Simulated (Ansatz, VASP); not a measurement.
## BP in VASP and in Ansatz

```xyz
2
Lattice="0.0000 2.2741 2.2741 2.2741 0.0000 2.2741 2.2741 2.2741 0.0000" Properties=species:S:1:pos:R:3 pbc="T T T"
B     0.0000    0.0000    0.0000
P     1.1370    1.1370    1.1370
```

Alike in both runs: functional PBE; k mesh 10 × 10 × 10; occupations gaussian, width 0.02 eV; no spin polarisation.

Ansatz relaxed the structure, and its values are those at the end. VASP's run is a single point on that final structure, the one shown.

```csv
,VASP,Ansatz
version,VASP 6.6.1,Ansatz 0.2.0
potentials or method,"VASP PAW PBE potentials, release 64 (B, P), cutoff 500 eV","scalar-relativistic, plane waves, PAW"
valence electrons in the cell,8,8
```

|  | VASP | Ansatz | Ansatz less VASP |
| --- | --- | --- | --- |
| gap on the k mesh at the Fermi level (eV) | 1.25 | 1.25 | +0.004 |
| least direct gap on the mesh (eV) | 3.39 | 3.39 | +0.003 |
| pressure (GPa) | -0.2 | 0.0 | +0.21 |

With one functional, cell and mesh, what is left measures potentials, basis and numerics.
